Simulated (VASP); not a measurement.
Input of a VASP 6.6.1 run:

INCAR

```
PREC = Accurate
ENCUT = 520
EDIFF = 1E-6
ISMEAR = 0
SIGMA = 0.05
LREAL = F
LASPH = T
NELM = 60
ALGO = Normal
ISIF = 2
LWAVE = F
LCHARG = F
GGA = PE
NBANDS = 16
```

File KPOINTS:

```
Automatic mesh
0
Gamma
  8 8 8
```

Contents of POSCAR:

```
CdS
1.0
    0.0000000000      3.0264000000      3.0264000000
    3.0264000000      0.0000000000      3.0264000000
    3.0264000000      3.0264000000      0.0000000000
Cd S
1 1
Direct
    0.0000000000      0.0000000000      0.0000000000
    0.7500000000      0.7500000000      0.7500000000
```

Potentials or basis: VASP PAW PBE potentials, release 64 (Cd, S).

Command:

```bash
$ cat potpaw_PBE.64/Cd/POTCAR potpaw_PBE.64/S/POTCAR > POTCAR
$ mpirun -np 1 vasp_std > vasp.out
```

Question: What does it give for the band gap on the k mesh?

Answer: 0.90 eV.

Question: What does it give for the pressure?

Answer: -2.7 GPa.

Caveat: the cell differs from its parent crystal (strain +0.040 along x and y, +0.040 along z).
